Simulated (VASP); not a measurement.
A run of VASP 6.6.1 is set up as follows.

The input INCAR:

```
PREC     = Accurate       # precision mode
ENCUT    = 520            # plane-wave cutoff, eV
EDIFF    = 1E-6           # SCF threshold, eV
ISMEAR   = 0              # smearing method
SIGMA    = 0.1            # smearing width, eV
LREAL    = False          # projectors in reciprocal space
LASPH    = True           # aspherical terms in the spheres
NELM     = 100            # most SCF steps
ALGO     = Normal         # electronic algorithm
ISIF     = 2              # what is computed and relaxed
LWAVE    = False          # write WAVECAR
LCHARG   = True           # write CHGCAR
GGA      = PE             # functional
LELF     = True           # ELF
LVHAR    = True         
NBANDS   = 23             # bands
```

Contents of KPOINTS:

```
Automatic mesh
0
Gamma
  12 12 8
```

The input POSCAR:

```
NiSb
1.0
    4.0536356792      0.0000000000      0.0000000000
   -2.0268178396      3.5105514759      0.0000000000
    0.0000000000      0.0000000000      5.2579892910
Ni Sb
2 2
Direct
    0.0000000000      0.0000000000      0.0000000000
    0.0000000000      0.0000000000      0.5000000000
    0.3333333333      0.6666666667      0.2500000000
    0.6666666667      0.3333333333      0.7500000000
```

Potentials or basis: VASP PAW PBE potentials, release 64 (Ni, Sb).

The run is started by

```sh
$ cat potpaw_PBE.64/Ni/POTCAR potpaw_PBE.64/Sb/POTCAR > POTCAR
$ mpirun -np 1 vasp_std > vasp.out
```

(1) Predict the pressure.

(2) Estimate the band gap on the k mesh.

## Answers

(1) -5.7 GPa.

(2) zero (band 15 reaches 10.65 eV, above the bottom of band 16 at 7.67 eV).

Caveat: spin-orbit coupling is left out, which moves the levels of the heavy elements.
